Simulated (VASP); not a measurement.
# DyRhN2 (P4/mmm) in VASP: further runs, part 2 of 2

VASP 6.6.1. Earlier steps stand in the parts before.

### Step 4. Relaxation of cell and atoms, PBE, collinear spin, ferromagnetic start

The input, INCAR:

```
SYSTEM = DyRhN2
PREC = Accurate
ENCUT = 600
EDIFF = 1E-7
ISMEAR = 0
SIGMA = 0.1
LREAL = .FALSE.
LASPH = .TRUE.
NELM = 200
ALGO = Normal
ISIF = 3
LWAVE = .FALSE.
LCHARG = .FALSE.
ISPIN = 2
MAGMOM = 0 1 0 0
LORBIT = 11
LMAXMIX = 6
GGA = PE
IBRION = 2
NSW = 90
EDIFFG = -0.04
GGA_COMPAT = .FALSE.
NELMIN = 4
```

The input, KPOINTS:

```
regular mesh
0
G
  6 6 2
  0 0 0
```

The input, POSCAR:

```
DyRhN2
1.0
    2.7899834600      0.0000000000      0.0000000000
    0.0000000000      2.7899834600      0.0000000000
    0.0000000000      0.0000000000      7.5837993900
Dy Rh N
1 1 2
Direct
    0.0000000000      0.0000000000      0.5000000000
    0.0000000000      0.0000000000      0.0000000000
    0.5000000000      0.5000000000      0.2459090100
    0.5000000000      0.5000000000      0.7540909900
```

Potentials or basis: VASP PAW PBE potentials, release 64 (Dy_3, Rh_pv, N), 4f in core.

The run is started by

```sh
$ cat potpaw_PBE.64/Dy_3/POTCAR potpaw_PBE.64/Rh_pv/POTCAR potpaw_PBE.64/N/POTCAR > POTCAR
$ mpirun -np 1 vasp_std > vasp.out
```

OUTCAR:

```text
SYSTEM = DyRhN2
   PREC = Accurate
   ENCUT = 600
   EDIFF = 1E-7
   ISMEAR = 0
   LREAL = .FALSE.
   LASPH = .TRUE.
   NELM = 200
   ISIF = 3
   ISPIN = 2
   LORBIT = 11
   GGA = PE
   IBRION = 2
   NSW = 90
   EDIFFG = -0.04
   NELMIN = 4

 ion  position               nearest neighbor table
   1  0.000  0.000  0.500-   3 2.76   4 2.76   3 2.76   4 2.76   3 2.76   4 2.76   3 2.76   4 2.76

   2  0.000  0.000  0.000-
   3  0.500  0.500  0.246-   1 2.76   1 2.76   1 2.76   1 2.76
   4  0.500  0.500  0.754-   1 2.76   1 2.76   1 2.76   1 2.76

  LATTYP: Found a simple tetragonal cell.
 ALAT       =     2.7899834600
 C/A-ratio  =     2.7182237812

  Lattice vectors:

 A1 = (   2.7899834600,   0.0000000000,   0.0000000000)
 A2 = (   0.0000000000,   2.7899834600,   0.0000000000)
 A3 = (   0.0000000000,   0.0000000000,   7.5837993900)

Analysis of symmetry for initial positions (statically):
=====================================================================
 Subroutine PRICEL returns:
 Original cell was already a primitive cell.

 Routine SETGRP: Setting up the symmetry group for a
 simple tetragonal supercell.

 Subroutine GETGRP returns: Found 16 space group operations
 (whereof 16 operations were pure point group operations)
 out of a pool of 16 trial point group operations.

The static configuration has the point symmetry D_4h.

Analysis of symmetry for dynamics (positions and initial velocities):
=====================================================================
 Subroutine PRICEL returns:
 Original cell was already a primitive cell.

 Routine SETGRP: Setting up the symmetry group for a
 simple tetragonal supercell.

 Subroutine GETGRP returns: Found 16 space group operations
 (whereof 16 operations were pure point group operations)
 out of a pool of 16 trial point group operations.

The dynamic configuration has the point symmetry D_4h.

Analysis of structural, dynamic, and magnetic symmetry:
=====================================================================
 Subroutine PRICEL returns:
 Original cell was already a primitive cell.

 Routine SETGRP: Setting up the symmetry group for a
 simple tetragonal supercell.

 Subroutine GETGRP returns: Found 16 space group operations
 (whereof 16 operations were pure point group operations)
 out of a pool of 16 trial point group operations.

The overall configuration has the point symmetry D_4h.

 Subroutine INISYM returns: Found 16 space group operations
 (whereof 16 operations are pure point group operations),
 and found     1 'primitive' translations

----------------------------------------------------------------------------------------

                                     Primitive cell

  volume of cell :      59.0324

  direct lattice vectors                    reciprocal lattice vectors
     2.789983460  0.000000000  0.000000000     0.358425064  0.000000000  0.000000000
     0.000000000  2.789983460  0.000000000     0.000000000  0.358425064  0.000000000
     0.000000000  0.000000000  7.583799390     0.000000000  0.000000000  0.131860028

  length of vectors
     2.789983460  2.789983460  7.583799390     0.358425064  0.358425064  0.131860028

  position of ions in fractional coordinates (direct lattice)
     0.000000000  0.000000000  0.500000000
     0.000000000  0.000000000  0.000000000
     0.500000000  0.500000000  0.245909010
     0.500000000  0.500000000  0.754090990

[... 78 lines left out ...]
   NFREE  =      1    steps in history (QN), initial steepest desc. (CG)
   ISIF   =      3    stress and relaxation
   ISYM   =      2    0-nonsym 1-usesym 2-fastsym
   POTIM  = 0.5000    time-step for ionic-motion
   TEBEG  =    0.0;   TEEND  =   0.0 temperature during run
   PSTRESS=    0.0 pullay stress
   NELECT =      34.0000    total number of electrons
   NUPDOWN=      -1.0000    fix difference up-down
   EMIN   =  10.00;   EMAX   =-10.00  energy-range for DOS
   EFERMI =   0.00;   METHOD = LEGACY
   ISMEAR =     0;   SIGMA  =   0.10  broadening in eV -4-tet -1-fermi 0-gaus
   EFERMI_NEDOS =   21; number of points for ismear=-14 and -15
   IALGO  =     38    algorithm
   IMIX   =      4    mixing-type and parameters
     AMIX     =   0.40;   BMIX     =  1.00
     AMIX_MAG =   1.60;   BMIX_MAG =  1.00
  volume/ion in A,a.u.               =      14.76        99.59
  Fermi-wavevector in a.u.,A,eV,Ry     =   1.362086  2.573969 25.242583  1.855277
  Thomas-Fermi vector in A             =   2.488606
   LORBIT       =     11    0 simple, 1 ext, 2 COOP (PROOUT), +10 PAW based schemes
   GGA     = PE    functional components
   LHFCALC =     F    Hartree Fock is set to
   AEXX    =    0.0000 exact exchange contribution
   IVDW    =     0    specifies the selected vdW correction
   LEPSILON=     F    determine dielectric tensor
   LRPA    =     F    only Hartree local field effects (RPA)
 conjugate gradient relaxation of ions
 spin polarized calculation
 Gauss-broadening in eV      SIGMA  =   0.10
  energy-cutoff  :      600.00
  volume of cell :       59.03
 maximum number of plane-waves:      1998
 NGX is ok and might be reduce to    24
   NGX = 11   NGY = 11   NGZ = 31

--------------------------------------- Ionic step        1  -------------------------------------------

 number of electron      33.9999999 magnetization       0.0021863

 number of electron      33.9999999 magnetization      -0.0006505

 Free energy of the ion-electron system (eV)
  ---------------------------------------------------
  ext. energy  EPLUGINS =         0.00000000
  ---------------------------------------------------
  free energy    TOTEN  =       -22.69312769 eV

  energy without entropy =      -22.67419276  energy(sigma->0) =      -22.68366023

------------------------ aborting loop because EDIFF is reached ----------------------------------------

  FORCE on cell =-STRESS in cart. coord.  units (eV):
  Direction    XX          YY          ZZ          XY          YZ          ZX
  --------------------------------------------------------------------------------------
  -------------------------------------------------------------------------------------
  Total       -0.3259054     -0.3259054    -20.2962002      0.0000000      0.0000000      0.0000000
  in kB       -8.8452894     -8.8452894   -550.8523766      0.0000000      0.0000000      0.0000000
  external PRESSURE =    -189.5143185 kB  Pullay stress =       0.0000000 kB
[... 99 lines left out ...]
  FREE ENERGIE OF THE ION-ELECTRON SYSTEM (eV)
  ---------------------------------------------------
  free  energy   TOTEN  =       -26.4443867691 eV

  energy  without entropy=      -26.4280386768  energy(sigma->0) =      -26.43621272

[... ionic steps 4 to 8 ...]

--------------------------------------- Ionic step        9  -------------------------------------------

 number of electron      34.0000000 magnetization      -0.0000003

 number of electron      34.0000000 magnetization       0.0000002
[... 75 lines left out ...]
--------------------------------------- Ionic step       11  -------------------------------------------

 number of electron      34.0000001 magnetization       0.0000002

 Free energy of the ion-electron system (eV)
  ---------------------------------------------------
  ext. energy  EPLUGINS =         0.00000000
  ---------------------------------------------------
  free energy    TOTEN  =       -26.71489773 eV

  energy without entropy =      -26.69748337  energy(sigma->0) =      -26.70619055

 E-fermi :   7.9974     XC(G=0): -12.9283

 val. band max:        7.9619349458   @ k =   0.5000   0.3333   0.0000
 cond. band min:       7.9994363006   @ k =   0.5000   0.3333   0.5000
 fundamental gap:      0.0375013548
 Fermi energy:         7.9973745109

 spin component 1

 k-point     1 :       0.0000    0.0000    0.0000
  band No.  band energies     occupation
      1     -38.8528      1.00000
      2     -38.7312      1.00000
      3     -38.7312      1.00000
      4     -15.3492      1.00000
      5     -14.1570      1.00000
      6     -14.1570      1.00000
[... 489 lines left out ...]
     21      13.0709      0.00000
     22      13.0709      0.00000
 Fermi energy:         7.9973745109

 spin component 2

 k-point     1 :       0.0000    0.0000    0.0000
  band No.  band energies     occupation
      1     -38.8528      1.00000
      2     -38.7312      1.00000
      3     -38.7312      1.00000
      4     -15.3492      1.00000
      5     -14.1570      1.00000
      6     -14.1570      1.00000
[... 520 lines left out ...]
  FREE ENERGIE OF THE ION-ELECTRON SYSTEM (eV)
  ---------------------------------------------------
  free  energy   TOTEN  =       -26.7148977287 eV

  energy  without entropy=      -26.6974833749  energy(sigma->0) =      -26.70619055

 reached required accuracy - stopping structural energy minimisation

 total charge

# of ion       s       p       d       tot
------------------------------------------
    1        0.389   6.787   1.648   8.824
    2        0.261   6.204   7.065  13.530
    3        1.276   2.252   0.000   3.528
    4        1.276   2.252   0.000   3.528
--------------------------------------------------
tot          3.202  17.495   8.712  29.409

 magnetization (x)

# of ion       s       p       d       tot
------------------------------------------
    1       -0.000  -0.000  -0.000  -0.000
    2       -0.000   0.000   0.000   0.000
    3        0.000   0.000   0.000   0.000
    4        0.000   0.000   0.000   0.000
--------------------------------------------------
tot         -0.000   0.000   0.000   0.000
```

OSZICAR:

```text
N       E                     dE             d eps       ncg     rms          rms(c)
DAV:   1     0.315518341797E+03    0.31552E+03   -0.19009E+04  1776   0.168E+03
DAV:   2     0.313273371427E+01   -0.31239E+03   -0.30448E+03  1790   0.492E+02
[... 140 lines left out ...]
DAV:   4    -0.267149232387E+02    0.40186E-03   -0.17300E-03  2052   0.324E-01    0.647E-02
DAV:   5    -0.267149053520E+02    0.17887E-04   -0.13514E-04  2406   0.950E-02    0.394E-02
DAV:   6    -0.267148997153E+02    0.56367E-05   -0.34261E-05  2156   0.400E-02    0.155E-02
DAV:   7    -0.267148978946E+02    0.18207E-05   -0.33678E-06  2226   0.189E-02    0.418E-03
DAV:   8    -0.267148977327E+02    0.16191E-06   -0.46504E-07  1800   0.495E-03    0.143E-03
DAV:   9    -0.267148977287E+02    0.39245E-08   -0.33429E-08   952   0.186E-03
  11 F= -.26714898E+02 E0= -.26706191E+02  d E =-.626353E-03  mag=     0.0000
```

It took 9.2 min on 1 thread of Intel Xeon Platinum 8488C (Sapphire Rapids), shared host; peak memory 0.27 GiB.

What came out:

| Property | Result |
| --- | --- |
| Free energy | -26.7149 eV |
| Relaxed volume | 11.57 Å³/atom |
| Relaxed cell | a = 2.877 Å, b = 2.877 Å, c = 5.593 Å, α = 90.00°, β = 90.00°, γ = 90.00° |
| Space group after relaxing (to 0.1 Å) | P4/mmm (No. 123) |
| Energy gained by relaxing | 1005.4 meV/atom |
| Ionic steps | 11 |
| Pressure after relaxing | 0.0 GPa |
| Largest force after relaxing | 0.010 eV/Å |
| Band gap on the k mesh | zero (filled and empty bands overlap) |
| Net moment | 0.00 μB per cell |
| Valence electrons inside the program's atomic spheres | Dy 8.82; Rh 13.53; N 3.53 |

Forces in eV/Å, atoms in the order of the input:
```
Dy   0.000  0.000  0.000
Rh   0.000  0.000  0.000
N    0.000  0.000  0.010
N    0.000  0.000 -0.010
```

Step by step:
```csv
step,energy change (eV),largest force (eV/Å),pressure (GPa),volume (Å³)
1,0.0000,0.3562,-18.95,59.03
2,-3.7465,1.1161,10.48,44.23
3,-3.7513,1.1563,12.18,43.90
4,-3.9177,0.1489,-2.06,47.43
5,-3.9875,0.5328,1.87,46.15
6,-4.0098,0.2491,-2.35,46.96
7,-4.0101,0.2768,-1.95,46.87
8,-4.0208,0.0875,-0.19,46.29
9,-4.0211,0.0332,0.45,46.14
10,-4.0211,0.0447,0.34,46.17
11,-4.0218,0.0100,-0.03,46.28
```

Final structure:
```cif
data_structure
_symmetry_space_group_name_H-M 'P 1'
_symmetry_Int_Tables_number 1
_cell_length_a 2.8765
_cell_length_b 2.8765
_cell_length_c 5.5928
_cell_angle_alpha 90.000
_cell_angle_beta 90.000
_cell_angle_gamma 90.000
_cell_volume 46.28
loop_
_atom_site_label
_atom_site_type_symbol
_atom_site_fract_x
_atom_site_fract_y
_atom_site_fract_z
_atom_site_occupancy
Dy1 Dy 0.00000 0.00000 0.50000 1
Rh1 Rh 0.00000 0.00000 0.00000 1
N1 N 0.50000 0.50000 0.23353 1
N2 N 0.50000 0.50000 0.76647 1
```

Caveat: the k points lie up to 0.56 Å⁻¹ apart in the final cell, too coarse for converged energies and pressures of a metal; the magnetic or orbital state may not be the lowest; the electronic state changed during the relaxation; the volume moved by over 15 % at a fixed basis, so the end points are rough; spin-orbit coupling is left out, which moves the levels of the heavy elements; the 4f electrons are frozen in the core, so they carry no moment and show no levels.

### Step 5. Summary

```tsv
task	spin	cell	k mesh	gap on the mesh (eV)	pressure (GPa)	moment (μB)	largest force (eV/Å)
single point	collinear, ferromagnetic start	a = 2.790, b = 2.790, c = 7.584 Å, 4 atoms, atomic positions A	6 × 6 × 2	none	-19.0	0.00	0.36
single point	off	a = 2.871, b = 2.871, c = 5.582 Å, 4 atoms, atomic positions B	16 × 16 × 8	none	0.2	-	0.01
relaxation of cell and atoms	collinear, ferromagnetic start	relaxed from a = 2.790, b = 2.790, c = 7.584 Å, 4 atoms, atomic positions A	6 × 6 × 2	none	0.0	0.00	0.01
```

Alike in all rows: level PBE; potentials or basis VASP PAW PBE potentials, release 64 (Dy_3, Rh_pv, N), 4f in core; cutoff (eV) 600; smearing gaussian 0.1 eV.

Caveats: some runs use coarse meshes; spin-orbit coupling is left out, which moves the levels of the heavy elements; the 4f electrons are frozen in the core, so they carry no moment and show no levels; the magnetic or orbital state may not be the lowest (at least some runs); the electronic state changed during the relaxation (at least some runs); the volume moved by over 15 % at a fixed basis, so the end points are rough (at least some runs).

Absolute energies hang on the potentials; compare differences alone.
